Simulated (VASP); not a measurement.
Si3N4:

```
Si N
1.0
     7.60454    0.00000    0.00000
    -3.80227    6.58573    0.00000
     0.00000    0.00000    2.90520
Si N
6 8
Direct
  0.23108 0.82495 0.75000
  0.40614 0.23108 0.25000
  0.82495 0.59386 0.25000
  0.17505 0.40614 0.75000
  0.59386 0.76892 0.75000
  0.76892 0.17505 0.25000
  0.33333 0.66667 0.75000
  0.66667 0.33333 0.25000
  0.96919 0.66985 0.75000
  0.29934 0.96919 0.25000
  0.66985 0.70066 0.25000
  0.33015 0.29934 0.75000
  0.03081 0.33015 0.25000
  0.70066 0.03081 0.75000
```

Base run:

| Property | Result |
| --- | --- |
| Program | VASP 6.6.1 |
| Functional | LDA |
| Potentials or basis | VASP PAW LDA potentials, release 64 (Si, N) |
| Cutoff | 520 eV |
| k mesh | 4 × 4 × 10 |
| Occupations | fermi-dirac, width 0.02 eV |
| Spin | no spin polarisation |

Its results: band gap on the k mesh 4.15 eV (least direct gap 4.36 eV); pressure -2.7 GPa; largest force 0.028 eV/Å.

**Question.** The run is repeated on the same cell with these changes: functional from LDA to r2SCAN; potentials or basis from VASP PAW LDA potentials, release 64 (Si, N) to VASP PAW PBE potentials, release 64 (Si, N). What comes out?

**Answer.** Band gap on the k mesh 5.00 eV (least direct gap 5.20 eV); pressure -0.1 GPa; largest force 0.025 eV/Å.

Caveats: the PAW data sets were made with another functional, which shifts forces and pressure a little (at least some runs).

A k mesh can miss the band edges.
